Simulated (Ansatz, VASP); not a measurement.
## GaP: VASP beside Ansatz

File POSCAR:

```
GaP
1.0
    0.0000000000      2.2052342096      2.2052342096
    2.2052342096      0.0000000000      2.2052342096
    2.2052342096      2.2052342096      0.0000000000
Ga P
1 1
Direct
    0.0000000000      0.0000000000      0.0000000000
    0.5000000000      0.5000000000      0.5000000000
```

File INCAR.step1:

```
  PREC = Accurate
  ENCUT = 520
  ISMEAR = -1
  SIGMA = 0.05
  LREAL = F
  LASPH = T
  NELM = 60
  NBANDS = 16
  GGA = PE
  ALGO = Normal
  EDIFF = 1E-4
  LWAVE = T
  LCHARG = F
```

INCAR.step2

```
  PREC = Accurate
  ENCUT = 520
  EDIFF = 1E-6
  ISMEAR = -1
  SIGMA = 0.05
  LREAL = F
  LASPH = T
  NELM = 60
  ALGO = Normal
  ISIF = 2
  LWAVE = F
  LCHARG = T
  METAGGA = R2SCAN
  LMIXTAU = T
  LELF = T
  LVHAR = T
  NBANDS = 16
  ISTART = 1
```

The input KPOINTS:

```
regular mesh
0
Gamma
  14 14 14
```

Input for Ansatz:

```yaml
crystal:
  lattice:
    - [0.0, 2.2052342096, 2.2052342096]
    - [2.2052342096, 0.0, 2.2052342096]
    - [2.2052342096, 2.2052342096, 0.0]
  atoms:
    - { symbol: Ga, position: [0.0, 0.0, 0.0] }
    - { symbol: P, position: [0.5, 0.5, 0.5] }
kpoints:
  mp_grid: { grid: [14, 14, 14] }
scf:
  occupations: { method: fermi_dirac, width: 0.05 }
hamiltonian:
  xc: r2scan
  pseudopotentials: { kind: all_electron, datasets: crystal }
output:
  forces: true
  stress: true
  eigenvalues: true
```

Change from the starting cell: volume scaled by 0.64, crystal datasets.

Alike in both runs: task single point; functional r2SCAN; k mesh 14 × 14 × 14; occupations fermi-dirac, width 0.05 eV; no spin polarisation.

```csv
,VASP,Ansatz
version,VASP 6.6.1,Ansatz 0.2.0
potentials or method,"VASP PAW PBE potentials, release 64 (Ga_d, P), cutoff 520 eV","all-electron PAW with datasets made for the crystal, scalar-relativistic"
```

|  | VASP | Ansatz | Ansatz less VASP |
| --- | --- | --- | --- |
| pressure (GPa) | 116.4 | 116.6 | +0.20 |

VASP's potentials were made for PBE, not for r2SCAN. Both programs put the cell under a high pressure, so it lies far from rest at this level. Ansatz ran all-electron here, and VASP with PAW potentials.

Noted on VASP's run: the cell as given lies far from equilibrium.
